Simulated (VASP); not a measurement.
# Te2Mo (R3m) in VASP: single point with PBE

Aim: the single point of Te2Mo with PBE.

All numbers are computed with VASP 6.6.1; they aren't measurements. Logs are shortened: lines on timing, memory, paths and dates and some standing lists are left out, and cuts for length are marked.

**1. The cell of the first run**

The structure is trigonal, space group R3m (No. 160). Conventional cell: a = 3.547 Å, b = 3.547 Å, c = 21.312 Å, α = 90.00°, β = 90.00°, γ = 120.00°. Mo (site symmetry 3m) has 6 Te at 2.72 Å and 6 Mo at 3.55 Å within 3.6 Å. Te (site symmetry 3m) has 3 Mo at 2.72 Å and 7 Te at 3.55 to 3.58 Å within 3.6 Å. Within 3.6 Å of Te (site symmetry 3m) lie 3 Mo at 2.72 Å and 7 Te at 3.55 to 3.58 Å.

**2. Single point, PBE**

INCAR

```
PREC = Accurate ; ENCUT = 520
EDIFF = 1E-7 ; ISMEAR = 0
SIGMA = 0.01 ; LREAL = F
LASPH = T ; NELM = 60
ALGO = Normal ; ISIF = 2
LWAVE = F ; LCHARG = T
GGA = PE ; LELF = T
LVHAR = T ; NBANDS = 20
```

KPOINTS

```
regular mesh
0
Gamma
  6 6 6
```

POSCAR

```
Te2Mo
1.0
    1.7734078919      1.0238775238      7.1041367115
   -1.7734078919      1.0238775238      7.1041367115
    0.0000000000     -2.0477550476      7.1041367115
Mo Te
1 2
Direct
   -0.0000368534     -0.0000368534     -0.0000368534
    0.4174226661      0.4174226661      0.4174226661
    0.2492808540      0.2492808540      0.2492808540
```

Potentials or basis: VASP PAW PBE potentials, release 64 (Mo_sv, Te).

On the command line:

```bash
$ cat potpaw_PBE.64/Mo_sv/POTCAR potpaw_PBE.64/Te/POTCAR > POTCAR
$ mpirun -np 1 vasp_std > vasp.out
```

OUTCAR:

```text
PREC = Accurate
   ENCUT = 520
   EDIFF = 1E-7
   ISMEAR = 0
   LREAL = F
   LASPH = T
   NELM = 60
   ISIF = 2
   GGA = PE

 ion  position               nearest neighbor table
   1  1.000  1.000  1.000-   3 2.72   3 2.72   3 2.72   2 2.72   2 2.72   2 2.72
   2  0.417  0.417  0.417-   1 2.72   1 2.72   1 2.72   3 3.58
   3  0.249  0.249  0.249-   1 2.72   1 2.72   1 2.72   2 3.58

  LATTYP: Found a trigonal (rhomboedric) cell.
 ALAT       =     7.3933794134
 COS(alpha) =     0.8849302203

  Lattice vectors:

 A1 = (   1.7734078919,   1.0238775238,   7.1041367115)
 A2 = (  -1.7734078919,   1.0238775238,   7.1041367115)
 A3 = (   0.0000000000,  -2.0477550476,   7.1041367115)

Analysis of symmetry for initial positions (statically):
=====================================================================
 Subroutine PRICEL returns:
 Original cell was already a primitive cell.

 Routine SETGRP: Setting up the symmetry group for a
 trigonal (rhombohedral) supercell.

 Subroutine GETGRP returns: Found  6 space group operations
 (whereof  6 operations were pure point group operations)
 out of a pool of 12 trial point group operations.

The static configuration has the point symmetry C_3v.

Analysis of symmetry for dynamics (positions and initial velocities):
=====================================================================
 Subroutine PRICEL returns:
 Original cell was already a primitive cell.

 Routine SETGRP: Setting up the symmetry group for a
 trigonal (rhombohedral) supercell.

 Subroutine GETGRP returns: Found  6 space group operations
 (whereof  6 operations were pure point group operations)
 out of a pool of 12 trial point group operations.

The dynamic configuration has the point symmetry C_3v.

 Subroutine INISYM returns: Found  6 space group operations
 (whereof  6 operations are pure point group operations),
 and found     1 'primitive' translations

----------------------------------------------------------------------------------------

                                     Primitive cell

  volume of cell :      77.3961

  direct lattice vectors                    reciprocal lattice vectors
     1.773407892  1.023877524  7.104136711     0.281943033  0.162779886  0.046921019
    -1.773407892  1.023877524  7.104136711    -0.281943033  0.162779886  0.046921019
     0.000000000 -2.047755048  7.104136711     0.000000000 -0.325559772  0.046921019

  length of vectors
     7.393379413  7.393379413  7.393379413     0.328923619  0.328923619  0.328923619

  position of ions in fractional coordinates (direct lattice)
     0.999963147  0.999963147  0.999963147
     0.417422666  0.417422666  0.417422666
     0.249280854  0.249280854  0.249280854

  ion indices of the primitive-cell ions
   primitive index   ion index
                 1           1
                 2           2
                 3           3

----------------------------------------------------------------------------------------

 KPOINTS: regular mesh

Automatic generation of k-mesh.
 Grid dimensions read from file:
 generate k-points for:    6    6    6

 Generating k-lattice:

  Cartesian coordinates                     Fractional coordinates (reciprocal lattice)
     0.046990506  0.027129981  0.007820170     0.166666667 -0.000000000  0.000000000
    -0.046990506  0.027129981  0.007820170    -0.000000000  0.166666667  0.000000000
     0.000000000 -0.054259962  0.007820170     0.000000000  0.000000000  0.166666667

  Length of vectors
     0.054820603  0.054820603  0.054820603

  Shift w.r.t. Gamma in fractional coordinates (k-lattice)
     0.000000000  0.000000000  0.000000000

 Subroutine IBZKPT returns following result:
 ===========================================

 Found     32 irreducible k-points:

 Following reciprocal coordinates:
            Coordinates               Weight
  0.000000  0.000000  0.000000      1.000000
  0.166667  0.000000 -0.000000      6.000000
  0.333333 -0.000000 -0.000000      6.000000
  0.500000  0.000000 -0.000000      3.000000
  0.166667  0.166667 -0.000000      6.000000
  0.333333  0.166667  0.000000     12.000000
[... 16 lines left out ...]
  0.500000  0.500000  0.166667      6.000000
 -0.333333  0.500000  0.166667     12.000000
 [... further k-points ...]
   k-points           NKPTS =     32   k-points in BZ     NKDIM =     32   number of bands    NBANDS=     20
   number of dos      NEDOS =    301   number of ions     NIONS =      3
   total plane-waves  NPLWV = 175616
   dimension x,y,z NGX =    56 NGY =   56 NGZ =   56
   dimension x,y,z NGXF=   112 NGYF=  112 NGZF=  112
   ions per type =               1   2
   NGX,Y,Z   is equivalent  to a cutoff of  12.59, 12.59, 12.59 a.u.
   NGXF,Y,Z  is equivalent  to a cutoff of  25.18, 25.18, 25.18 a.u.
 SYSTEM =  unknown system
   PREC   = accura    normal or accurate (medium, high low for compatibility)
   ISTART =      0    job   : 0-new  1-cont  2-samecut
   ICHARG =      2    charge: 1-file 2-atom 10-const
   ISPIN  =      1    spin polarized calculation?
   LNONCOLLINEAR =      F non collinear calculations
   LSORBIT =      F    spin-orbit coupling
   LASPH  =      T    aspherical Exc in radial PAW
   ENCUT  =  520.0 eV  38.22 Ry    6.18 a.u.  13.75 13.75 13.75*2*pi/ulx,y,z
   NELM   =     60;   NELMIN=  2; NELMDL= -5     # of ELM steps
   EDIFF  = 0.1E-06   stopping-criterion for ELM
   LREAL  =      F    real-space projection
   EDIFFG = 0.1E-05   stopping-criterion for IOM
   NSW    =      0    number of steps for IOM
   IBRION =     -1    ionic relax: 0-MD 1-quasi-New 2-CG
   NFREE  =      0    steps in history (QN), initial steepest desc. (CG)
   ISIF   =      2    stress and relaxation
   ISYM   =      2    0-nonsym 1-usesym 2-fastsym
   POTIM  = 0.5000    time-step for ionic-motion
   TEBEG  =    0.0;   TEEND  =   0.0 temperature during run
   PSTRESS=    0.0 pullay stress
   NELECT =      26.0000    total number of electrons
   NUPDOWN=      -1.0000    fix difference up-down
   EMIN   =  10.00;   EMAX   =-10.00  energy-range for DOS
   EFERMI =   0.00;   METHOD = LEGACY
   ISMEAR =     0;   SIGMA  =   0.01  broadening in eV -4-tet -1-fermi 0-gaus
   EFERMI_NEDOS =   21; number of points for ismear=-14 and -15
   IALGO  =     38    algorithm
   IMIX   =      4    mixing-type and parameters
     AMIX     =   0.40;   BMIX     =  1.00
     AMIX_MAG =   1.60;   BMIX_MAG =  1.00
  volume/ion in A,a.u.               =      25.80       174.10
  Fermi-wavevector in a.u.,A,eV,Ry     =   1.138045  2.150594 17.621546  1.295147
  Thomas-Fermi vector in A             =   2.274750
   LORBIT       =      0    0 simple, 1 ext, 2 COOP (PROOUT), +10 PAW based schemes
   GGA     = PE    functional components
   LHFCALC =     F    Hartree Fock is set to
   AEXX    =    0.0000 exact exchange contribution
   IVDW    =     0    specifies the selected vdW correction
   LEPSILON=     F    determine dielectric tensor
   LRPA    =     F    only Hartree local field effects (RPA)
 non-spin polarized calculation
 Gauss-broadening in eV      SIGMA  =   0.01
  energy-cutoff  :      520.00
  volume of cell :       77.40
 maximum number of plane-waves:      2120
   NGX = 27   NGY = 27   NGZ = 27

 number of electron      26.0000000 magnetization

 Free energy of the ion-electron system (eV)
  ---------------------------------------------------
  ext. energy  EPLUGINS =         0.00000000
  ---------------------------------------------------
  free energy    TOTEN  =       -18.00644715 eV

  energy without entropy =      -18.00644715  energy(sigma->0) =      -18.00644715

 E-fermi :   7.7996     XC(G=0): -10.2443

 val. band max:        7.7325681504   @ k =   0.5000   0.5000   0.5000
 cond. band min:       8.6226249706   @ k =  -0.1667   0.5000   0.1667
 fundamental gap:      0.8900568202
 Fermi energy:         7.7996177313

 k-point     1 :       0.0000    0.0000    0.0000
  band No.  band energies     occupation
      1     -53.0992      2.00000
      2     -27.2562      2.00000
      3     -27.1476      2.00000
      4     -27.1476      2.00000
      5      -5.1770      2.00000
      6      -3.8839      2.00000
[... 12 lines left out ...]
     19      14.6993      0.00000
     20      15.3252      0.00000

 k-point     2 :       0.1667    0.0000   -0.0000
  band No.  band energies     occupation
      1     -53.0970      2.00000
      2     -27.2495      2.00000
      3     -27.1777      2.00000
      4     -27.1546      2.00000
      5      -4.7994      2.00000
      6      -3.6538      2.00000
[... 12 lines left out ...]
     19      15.2085      0.00000
     20      15.4012      0.00000

 k-point     3 :       0.3333   -0.0000   -0.0000
  band No.  band energies     occupation
      1     -53.0926      2.00000
      2     -27.2374      2.00000
      3     -27.2361      2.00000
      4     -27.1686      2.00000
      5      -3.8403      2.00000
      6      -3.0870      2.00000
[... 12 lines left out ...]
     19      13.8549      0.00000
     20      14.0623      0.00000

 k-point     4 :       0.5000    0.0000   -0.0000
  band No.  band energies     occupation
      1     -53.0904      2.00000
      2     -27.2670      2.00000
      3     -27.2294      2.00000
      4     -27.1756      2.00000
      5      -3.1505      2.00000
      6      -2.7233      2.00000
[... 12 lines left out ...]
     19      13.1882      0.00000
     20      13.9164      0.00000

 k-point     5 :       0.1667    0.1667   -0.0000
  band No.  band energies     occupation
      1     -53.0970      2.00000
      2     -27.2495      2.00000
      3     -27.1777      2.00000
      4     -27.1546      2.00000
      5      -4.7838      2.00000
      6      -3.6810      2.00000
[... 12 lines left out ...]
     19      15.1426      0.00000
     20      15.4150      0.00000
[... 353 lines left out ...]
      6      -2.8288      2.00000
[... 12 lines left out ...]
     19      14.6219      0.00000
     20      15.3843      0.00000

 k-point    22 :      -0.1667    0.3333    0.1667
  band No.  band energies     occupation
      1     -53.0904      2.00000
      2     -27.2521      2.00000
      3     -27.2294      2.00000
      4     -27.1906      2.00000
      5      -3.1909      2.00000
      6      -2.7413      2.00000
[... 12 lines left out ...]
     19      14.4226      0.00000
     20      15.0973      0.00000

 k-point    23 :       0.5000    0.5000    0.1667
  band No.  band energies     occupation
      1     -53.0926      2.00000
      2     -27.2374      2.00000
      3     -27.2361      2.00000
      4     -27.1686      2.00000
      5      -3.6854      2.00000
      6      -3.2932      2.00000
[... 12 lines left out ...]
     19      14.0462      0.00000
     20      14.7386      0.00000

 k-point    24 :      -0.3333    0.5000    0.1667
  band No.  band energies     occupation
      1     -53.0904      2.00000
      2     -27.2521      2.00000
      3     -27.2294      2.00000
      4     -27.1906      2.00000
      5      -3.0821      2.00000
      6      -2.8691      2.00000
[... 12 lines left out ...]
     19      14.0383      0.00000
     20      15.0252      0.00000

 [... further k-points ...]
[... 5 lines left out ...]
  --------------------------------------------------------------------------------------
  -------------------------------------------------------------------------------------
  Total        0.7160909      0.7160909      1.3724526      0.0000000      0.0000000      0.0000000
  in kB       14.8238001     14.8238001     28.4111455      0.0000000      0.0000000      0.0000000
  external PRESSURE =      19.3529152 kB  Pullay stress =       0.0000000 kB

 VOLUME and BASIS-vectors are now :
 -----------------------------------------------------------------------------
  energy-cutoff  :      520.00
  volume of cell :       77.40
      direct lattice vectors                 reciprocal lattice vectors
     1.773407892  1.023877524  7.104136711     0.281943033  0.162779886  0.046921019
    -1.773407892  1.023877524  7.104136711    -0.281943033  0.162779886  0.046921019
     0.000000000 -2.047755048  7.104136711     0.000000000 -0.325559772  0.046921019

 POSITION                                       TOTAL-FORCE (eV/Angst)
 -----------------------------------------------------------------------------------
      0.00000      0.00000     21.31162         0.000000      0.000000      0.002939
      0.00000      0.00000      8.89628         0.000000     -0.000000      0.215877
      0.00000      0.00000      5.31278         0.000000      0.000000     -0.218817
 -----------------------------------------------------------------------------------
    total drift:                               -0.000000      0.000000      0.000244

  FREE ENERGIE OF THE ION-ELECTRON SYSTEM (eV)
  ---------------------------------------------------
  free  energy   TOTEN  =       -18.0064471482 eV

  energy  without entropy=      -18.0064471482  energy(sigma->0) =      -18.00644715
```

Wall time 82 s (1 thread of Intel Xeon Platinum 8559C (Emerald Rapids), shared host); peak memory 0.39 GiB.

Results:

```yaml
Free_energy: -18.0064 eV
Pressure: 1.9 GPa
Largest_force: 0.219 eV/Å
Band_gap_on_the_k_mesh: 0.89 eV, indirect (least direct gap 1.07 eV)
```

Forces in eV/Å, atoms in the order of the input:
```
Mo   0.000  0.000  0.003
Te   0.000  0.000  0.216
Te   0.000  0.000 -0.219
```

Levels at points of the mesh, in eV from the valence-band top:
| k point | band 11 | band 12 | band 13 | band 14 | band 15 | band 16 |
| --- | --- | --- | --- | --- | --- | --- |
| (0.00, 0.00, 0.00) | -1.09 | -0.96 | -0.43 | 2.82 | 2.82 | 3.28 |
| (0.50, 0.00, 0.00) | -1.53 | -1.02 | -0.41 | 1.26 | 1.48 | 3.11 |
| (0.50, 0.50, 0.00) | -2.10 | -0.83 | -0.63 | 1.21 | 1.63 | 2.80 |
| (0.50, 0.50, 0.50) | -1.07 | -1.07 | 0.00 | 2.97 | 2.97 | 3.11 |

Caveat: spin-orbit coupling is left out, which moves the levels of the heavy elements. Expect the measured gap to be larger: semilocal functionals such as PBE lack the derivative discontinuity.
